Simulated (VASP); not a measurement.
# BP (F-43m) in VASP: single point with HSE06

Aim: the single point of BP with HSE06.

All numbers are computed with VASP 6.6.1; they aren't measurements. Logs are shortened: lines on timing, memory, paths and dates and some standing lists are left out, and cuts for length are marked.

## (1) The cell of the first run

The structure is cubic, space group F-43m (No. 216). Conventional cell: a = 4.537 Å, b = 4.537 Å, c = 4.537 Å, α = 90.00°, β = 90.00°, γ = 90.00°. B (site symmetry -43m) has 4 P at 1.96 Å within 2.6 Å. P (site symmetry -43m) has 4 B at 1.96 Å within 2.6 Å.

## (2) Single point, HSE06

Contents of POSCAR:

```
BP
1.0
    0.0000000000      2.2683155501      2.2683155501
    2.2683155501      0.0000000000      2.2683155501
    2.2683155501      2.2683155501      0.0000000000
B P
1 1
Direct
    0.0000000000      0.0000000000      0.0000000000
    0.2500000000      0.2500000000      0.2500000000
```

Contents of INCAR.step1:

```
PREC = Accurate ; ENCUT = 520
EDIFF = 1E-5 ; ISMEAR = 0
SIGMA = 0.01 ; LREAL = False
LASPH = True ; NELM = 60
ALGO = Normal ; ISIF = 2
LWAVE = True ; LCHARG = False
NBANDS = 11 ; GGA = PE
```

Contents of INCAR.step2:

```
PREC = Accurate ; ENCUT = 520
EDIFF = 1E-6 ; ISMEAR = 0
SIGMA = 0.01 ; LREAL = False
LASPH = True ; NELM = 60
ALGO = Normal ; ISIF = 2
LWAVE = False ; LCHARG = False
GGA = PE ; LHFCALC = True
HFSCREEN = 0.2079 ; PRECFOCK = Normal
NBANDS = 11 ; ISTART = 1
```

Contents of KPOINTS:

```
regular mesh
0
Gamma
  4 4 4
```

Potentials or basis: VASP PAW PBE potentials, release 64 (B, P).

Run with:

```
cat potpaw_PBE.64/B/POTCAR potpaw_PBE.64/P/POTCAR > POTCAR
cp INCAR.step1 INCAR
mpirun -np 1 vasp_std > vasp.out
cp INCAR.step2 INCAR
mpirun -np 1 vasp_std > vasp.out
```

OUTCAR:

```text
PREC = Accurate
   ENCUT = 520
   EDIFF = 1E-6
   ISMEAR = 0
   LREAL = False
   LASPH = True
   NELM = 60
   ISIF = 2
   GGA = PE
   LHFCALC = True
   HFSCREEN = 0.2079
   PRECFOCK = Normal
   ISTART = 1

 ion  position               nearest neighbor table
   1  0.000  0.000  0.000-   2 1.96   2 1.96   2 1.96   2 1.96
   2  0.250  0.250  0.250-   1 1.96   1 1.96   1 1.96   1 1.96

  LATTYP: Found a face centered cubic cell.
 ALAT       =     4.5366311002

  Lattice vectors:

 A1 = (   0.0000000000,   2.2683155501,   2.2683155501)
 A2 = (   2.2683155501,   0.0000000000,   2.2683155501)
 A3 = (   2.2683155501,   2.2683155501,   0.0000000000)

Analysis of symmetry for initial positions (statically):
=====================================================================
 Subroutine PRICEL returns:
 Original cell was already a primitive cell.

 Routine SETGRP: Setting up the symmetry group for a
 face centered cubic supercell.

 Subroutine GETGRP returns: Found 24 space group operations
 (whereof 24 operations were pure point group operations)
 out of a pool of 48 trial point group operations.

The static configuration has the point symmetry T_d .

Analysis of symmetry for dynamics (positions and initial velocities):
=====================================================================
 Subroutine PRICEL returns:
 Original cell was already a primitive cell.

 Routine SETGRP: Setting up the symmetry group for a
 face centered cubic supercell.

 Subroutine GETGRP returns: Found 24 space group operations
 (whereof 24 operations were pure point group operations)
 out of a pool of 48 trial point group operations.

The dynamic configuration has the point symmetry T_d .

 Subroutine INISYM returns: Found 24 space group operations
 (whereof 24 operations are pure point group operations),
 and found     1 'primitive' translations

----------------------------------------------------------------------------------------

                                     Primitive cell

  volume of cell :      23.3421

  direct lattice vectors                    reciprocal lattice vectors
     0.000000000  2.268315550  2.268315550    -0.220427885  0.220427885  0.220427885
     2.268315550  0.000000000  2.268315550     0.220427885 -0.220427885  0.220427885
     2.268315550  2.268315550  0.000000000     0.220427885  0.220427885 -0.220427885

  length of vectors
     3.207882615  3.207882615  3.207882615     0.381792297  0.381792297  0.381792297

  position of ions in fractional coordinates (direct lattice)
     0.000000000  0.000000000  0.000000000
     0.250000000  0.250000000  0.250000000

  ion indices of the primitive-cell ions
   primitive index   ion index
                 1           1
                 2           2

----------------------------------------------------------------------------------------

 KPOINTS: regular mesh

Automatic generation of k-mesh.
 Grid dimensions read from file:
 generate k-points for:    4    4    4

 Generating k-lattice:

  Cartesian coordinates                     Fractional coordinates (reciprocal lattice)
    -0.055106971  0.055106971  0.055106971     0.250000000  0.000000000  0.000000000
     0.055106971 -0.055106971  0.055106971     0.000000000  0.250000000  0.000000000
     0.055106971  0.055106971 -0.055106971     0.000000000  0.000000000  0.250000000

  Length of vectors
     0.095448074  0.095448074  0.095448074

  Shift w.r.t. Gamma in fractional coordinates (k-lattice)
     0.000000000  0.000000000  0.000000000

 Subroutine IBZKPT returns following result:
 ===========================================

 Found      8 irreducible k-points:

 Following reciprocal coordinates:
            Coordinates               Weight
  0.000000  0.000000  0.000000      1.000000
  0.250000  0.000000  0.000000      8.000000
  0.500000  0.000000  0.000000      4.000000
  0.250000  0.250000  0.000000      6.000000
  0.500000  0.250000  0.000000     24.000000
 -0.250000  0.250000  0.000000     12.000000
  0.500000  0.500000  0.000000      3.000000
 -0.250000  0.500000  0.250000      6.000000
   k-points           NKPTS =      8   k-points in BZ     NKDIM =     64   number of bands    NBANDS=     11
   number of dos      NEDOS =    301   number of ions     NIONS =      2
   total plane-waves  NPLWV =  13824
   dimension x,y,z NGX =    24 NGY =   24 NGZ =   24
   dimension x,y,z NGXF=    48 NGYF=   48 NGZF=   48
   ions per type =               1   1
   NGX,Y,Z   is equivalent  to a cutoff of  12.44, 12.44, 12.44 a.u.
   NGXF,Y,Z  is equivalent  to a cutoff of  24.88, 24.88, 24.88 a.u.
 SYSTEM =  unknown system
   PREC   = accura    normal or accurate (medium, high low for compatibility)
   ISTART =      1    job   : 0-new  1-cont  2-samecut
   ICHARG =      0    charge: 1-file 2-atom 10-const
   ISPIN  =      1    spin polarized calculation?
   LNONCOLLINEAR =      F non collinear calculations
   LSORBIT =      F    spin-orbit coupling
   LASPH  =      T    aspherical Exc in radial PAW
   ENCUT  =  520.0 eV  38.22 Ry    6.18 a.u.   5.96  5.96  5.96*2*pi/ulx,y,z
   NELM   =     60;   NELMIN=  2; NELMDL=  0     # of ELM steps
   EDIFF  = 0.1E-05   stopping-criterion for ELM
   LREAL  =      F    real-space projection
   EDIFFG = 0.1E-04   stopping-criterion for IOM
   NSW    =      0    number of steps for IOM
   IBRION =     -1    ionic relax: 0-MD 1-quasi-New 2-CG
   NFREE  =      0    steps in history (QN), initial steepest desc. (CG)
   ISIF   =      2    stress and relaxation
   ISYM   =      3    0-nonsym 1-usesym 2-fastsym
   POTIM  = 0.5000    time-step for ionic-motion
   TEBEG  =    0.0;   TEEND  =   0.0 temperature during run
   PSTRESS=    0.0 pullay stress
   NELECT =       8.0000    total number of electrons
   NUPDOWN=      -1.0000    fix difference up-down
   EMIN   =  10.00;   EMAX   =-10.00  energy-range for DOS
   EFERMI =   0.00;   METHOD = LEGACY
   ISMEAR =     0;   SIGMA  =   0.01  broadening in eV -4-tet -1-fermi 0-gaus
   EFERMI_NEDOS =   21; number of points for ismear=-14 and -15
   IALGO  =     38    algorithm
   IMIX   =      1    mixing-type and parameters
     AMIX     =   0.40;   BMIX     =  1.00
     AMIX_MAG =   1.60;   BMIX_MAG =  1.00
  volume/ion in A,a.u.               =      11.67        78.76
  Fermi-wavevector in a.u.,A,eV,Ry     =   1.145666  2.164995 17.858335  1.312551
  Thomas-Fermi vector in A             =   2.282353
   LORBIT       =      0    0 simple, 1 ext, 2 COOP (PROOUT), +10 PAW based schemes
   GGA     = PE    functional components
   LHFCALC =     T    Hartree Fock is set to
   PRECFOCK=normal    Normal, Fast or Accurate (Low or Medium for compatibility)
   ENCUT4O =  -1.0   cutoff for four orbital integrals eV
   NKREDX  =     1    reduce k-point grid by
   NKREDY  =     1    reduce k-point grid by
   NKREDZ  =     1    reduce k-point grid by
   AEXX    =    0.2500 exact exchange contribution
   HFSCREEN=    0.2079 screening length (either q_TF or 0.3 A-1)
   HFSCREENC=   0.2079 screening length for correlation (either q_TF or 0.3 A-1)
   ENCUTFOCK=  -1.0 apply spherical cutoff to Coloumb kernel
   IVDW    =     0    specifies the selected vdW correction
   LEPSILON=     F    determine dielectric tensor
   LRPA    =     F    only Hartree local field effects (RPA)
 non-spin polarized calculation
 Gauss-broadening in eV      SIGMA  =   0.01
  energy-cutoff  :      520.00
  volume of cell :       23.34
 maximum number of plane-waves:       636
  NGX = 18; NGY = 18; NGZ = 18

 number of electron       8.0000000 magnetization

 Free energy of the ion-electron system (eV)
  ---------------------------------------------------
  ext. energy  EPLUGINS =         0.00000000
  ---------------------------------------------------
  free energy    TOTEN  =       -14.67831593 eV

  energy without entropy =      -14.67831593  energy(sigma->0) =      -14.67831593

 E-fermi :   7.1037     XC(G=0):  -8.9971

 val. band max:        7.0191468954   @ k =   0.0000   0.0000   0.0000
 cond. band min:       9.1136096894   @ k =   0.5000   0.5000   0.0000
 fundamental gap:      2.0944627940
 Fermi energy:         7.1037401036

 k-point     1 :       0.0000    0.0000    0.0000
  band No.  band energies     occupation
      1     -10.0560      2.00000
      2       7.0191      2.00000
      3       7.0191      2.00000
      4       7.0191      2.00000
      5      11.3874      0.00000
      6      11.3874      0.00000
      7      11.3874      0.00000
      8      15.7739      0.00000
      9      19.6537      0.00000
     10      20.4862      0.00000
     11      20.4862      0.00000

 k-point     2 :       0.2500    0.0000    0.0000
  band No.  band energies     occupation
      1      -8.8400      2.00000
      2       1.7208      2.00000
      3       5.8152      2.00000
      4       5.8152      2.00000
      5      12.0285      0.00000
      6      12.8461      0.00000
      7      12.8461      0.00000
      8      18.0626      0.00000
      9      19.2335      0.00000
     10      19.2335      0.00000
     11      21.3087      0.00000

 k-point     3 :       0.5000    0.0000    0.0000
  band No.  band energies     occupation
      1      -6.3887      2.00000
      2      -2.9552      2.00000
      3       5.0901      2.00000
      4       5.0901      2.00000
      5      11.8097      0.00000
      6      12.7641      0.00000
      7      12.7641      0.00000
      8      18.4076      0.00000
      9      23.2394      0.00000
     10      23.2394      0.00000
     11      23.3399      0.00000

 k-point     4 :       0.2500    0.2500    0.0000
  band No.  band energies     occupation
      1      -8.4252      2.00000
      2       2.9625      2.00000
      3       4.0460      2.00000
      4       4.0460      2.00000
      5       9.6525      0.00000
      6      12.9530      0.00000
      7      16.0600      0.00000
      8      16.0600      0.00000
      9      20.6984      0.00000
     10      22.1828      0.00000
     11      23.8396      0.00000

 k-point     5 :       0.5000    0.2500    0.0000
  band No.  band energies     occupation
      1      -5.9444      2.00000
      2      -1.4901      2.00000
      3       1.8165      2.00000
      4       3.5278      2.00000
      5      10.4046      0.00000
      6      14.5426      0.00000
      7      16.4880      0.00000
      8      16.7238      0.00000
      9      21.8016      0.00000
     10      23.3905      0.00000
     11      26.0610      0.00000

 k-point     6 :      -0.2500    0.2500    0.0000
  band No.  band energies     occupation
      1      -6.9426      2.00000
      2      -0.1214      2.00000
      3       1.3186      2.00000
      4       4.9119      2.00000
      5      11.8442      0.00000
      6      14.6386      0.00000
      7      15.7079      0.00000
      8      17.1708      0.00000
      9      18.1633      0.00000
     10      21.2334      0.00000
     11      26.2189      0.00000

 k-point     7 :       0.5000    0.5000    0.0000
  band No.  band energies     occupation
      1      -4.6588      2.00000
      2      -2.5268      2.00000
      3       2.4978      2.00000
      4       2.4978      2.00000
      5       9.1136      0.00000
      6       9.4633      0.00000
      7      20.8836      0.00000
      8      20.8836      0.00000
      9      24.0291      0.00000
     10      25.4614      0.00000
     11      26.6166      0.00000

 k-point     8 :      -0.2500    0.5000    0.2500
  band No.  band energies     occupation
      1      -4.3583      2.00000
      2      -1.9642      2.00000
      3       0.8497      2.00000
      4       1.0709      2.00000
      5      13.3754      0.00000
      6      14.8066      0.00000
      7      15.5822      0.00000
      8      15.7744      0.00000
      9      21.5382      0.00000
     10      24.9745      0.00000
     11      25.1330      0.00000

------------------------ aborting loop because EDIFF is reached ----------------------------------------

  FORCE on cell =-STRESS in cart. coord.  units (eV):
  Direction    XX          YY          ZZ          XY          YZ          ZX
  --------------------------------------------------------------------------------------
  -------------------------------------------------------------------------------------
  Total       -0.1376978     -0.1376978     -0.1376978     -0.0000000      0.0000000     -0.0000000
  in kB       -9.4514238     -9.4514238     -9.4514238     -0.0000000      0.0000000     -0.0000000
  external PRESSURE =      -9.4514238 kB  Pullay stress =       0.0000000 kB

 VOLUME and BASIS-vectors are now :
 -----------------------------------------------------------------------------
  energy-cutoff  :      520.00
  volume of cell :       23.34
      direct lattice vectors                 reciprocal lattice vectors
     0.000000000  2.268315550  2.268315550    -0.220427885  0.220427885  0.220427885
     2.268315550  0.000000000  2.268315550     0.220427885 -0.220427885  0.220427885
     2.268315550  2.268315550  0.000000000     0.220427885  0.220427885 -0.220427885

 POSITION                                       TOTAL-FORCE (eV/Angst)
 -----------------------------------------------------------------------------------
      0.00000      0.00000      0.00000         0.000000      0.000000      0.000000
      1.13416      1.13416      1.13416        -0.000000     -0.000000     -0.000000
 -----------------------------------------------------------------------------------
    total drift:                                0.000000      0.000001      0.000001

  FREE ENERGIE OF THE ION-ELECTRON SYSTEM (eV)
  ---------------------------------------------------
  free  energy   TOTEN  =       -14.6783159335 eV

  energy  without entropy=      -14.6783159335  energy(sigma->0) =      -14.67831593
```

Run time: 52 s. Hardware: 1 thread of AMD EPYC 7R13 (Zen 3), shared host; peak memory 0.2 GiB.

Results:

- Free energy: -14.6783 eV
- Pressure: -0.9 GPa
- Band gap on the k mesh: 2.09 eV, indirect (least direct gap 4.37 eV)

Caveat: the k points lie up to 0.60 Å⁻¹ apart; the PAW data sets were made with another functional, which shifts forces and pressure a little. A k mesh can miss the band edges.
